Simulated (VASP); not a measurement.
A run of VASP 6.6.1:

File INCAR:

```
SYSTEM = NaCl
PREC = Accurate
ENCUT = 520
EDIFF = 1E-6
ISMEAR = 0
SIGMA = 0.01
LREAL = .False.
LASPH = .True.
NELM = 60
ALGO = Normal
ISIF = 2
LWAVE = .False.
LCHARG = .False.
GGA = PE
NBANDS = 14
```

File KPOINTS:

```
Automatic mesh
0
Gamma
  6 6 6
  0 0 0
```

File POSCAR:

```
NaCl
1.0
    0.0000000000      2.8027319616      2.8027319616
    2.8027319616      0.0000000000      2.8027319616
    2.8027319616      2.8027319616      0.0000000000
Na Cl
1 1
Direct
    0.0000000000      0.0000000000      0.0000000000
    0.5000000000      0.5000000000      0.5000000000
```

Potentials or basis: VASP PAW PBE potentials, release 64 (Na_pv, Cl).

Launch:

```console
$ cat potpaw_PBE.64/Na_pv/POTCAR potpaw_PBE.64/Cl/POTCAR > POTCAR
$ mpirun -np 1 vasp_std > vasp.out
```

Hardware: 1 thread of Intel(R) Xeon(R) Platinum 8375C CPU @ 2.90GHz (Ice Lake), with other jobs on the host.

Question: How long does it take, and how much memory?

Answer: Run time: 8.5 s on 1 thread of Intel(R) Xeon(R) Platinum 8375C CPU @ 2.90GHz (Ice Lake), on a shared host, peak memory 0.15 GiB. Counts: scf iterations 12, k points 16.
